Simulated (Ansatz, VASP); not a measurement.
One calculation of GaAs, two programs

File INCAR:

```
SYSTEM = GaAs
PREC = Accurate
ENCUT = 520
EDIFF = 1E-6
ISMEAR = 0
SIGMA = 0.1
LREAL = .FALSE.
LASPH = .TRUE.
NELM = 100
ALGO = Normal
ISIF = 2
LWAVE = .FALSE.
LCHARG = .FALSE.
GGA = PS
NBANDS = 16
```

Contents of KPOINTS:

```
Automatic mesh
0
G
  6 6 6
  0 0 0
```

Contents of POSCAR:

```
GaAs
1.0
    0.0000000000      2.8750910496      2.8750910496
    2.8750910496      0.0000000000      2.8750910496
    2.8750910496      2.8750910496      0.0000000000
Ga As
1 1
Direct
    0.0000000000      0.0000000000      0.0000000000
    0.2500000000      0.2500000000      0.2500000000
```

Input for Ansatz:

```yaml
crystal:
  lattice:
    - [0.0, 2.8750910496, 2.8750910496]
    - [2.8750910496, 0.0, 2.8750910496]
    - [2.8750910496, 2.8750910496, 0.0]
  atoms:
    - { symbol: Ga, position: [0.0, 0.0, 0.0] }
    - { symbol: As, position: [0.25, 0.25, 0.25] }
basis:
  ecutwfc: 420
kpoints:
  mp_grid: { grid: [6, 6, 6] }
hamiltonian:
  xc: pbesol
scf:
  occupations: { method: gaussian, width: 0.1 }
output:
  forces: true
  stress: true
  eigenvalues: true
```

Alike in both runs: task single point; functional PBEsol; k mesh 6 × 6 × 6; occupations gaussian, width 0.1 eV; no spin polarisation.

```csv
,VASP,Ansatz
version,VASP 6.6.1,Ansatz 0.2.0
potentials or method,"VASP PAW PBE potentials, release 64 (Ga_d, As), cutoff 520 eV","scalar-relativistic, plane waves, PAW"
valence electrons in the cell,18,28
```

VASP gave:

| Quantity | Value |
| --- | --- |
| gap on the k mesh at the Fermi level (eV) | 0.08 |
| least direct gap on the mesh (eV) | 0.08 |
| pressure (GPa) | -2.8 |

Question: Which values does Ansatz return?

Answer: gap on the k mesh at the Fermi level (eV): 0.07; least direct gap on the mesh (eV): 0.07; pressure (GPa): -2.9.

VASP's potentials were made for PBE, not for PBEsol. VASP's potentials hold 18 valence electrons a cell and Ansatz's 28, so a difference there can come from the potentials and not from the codes.
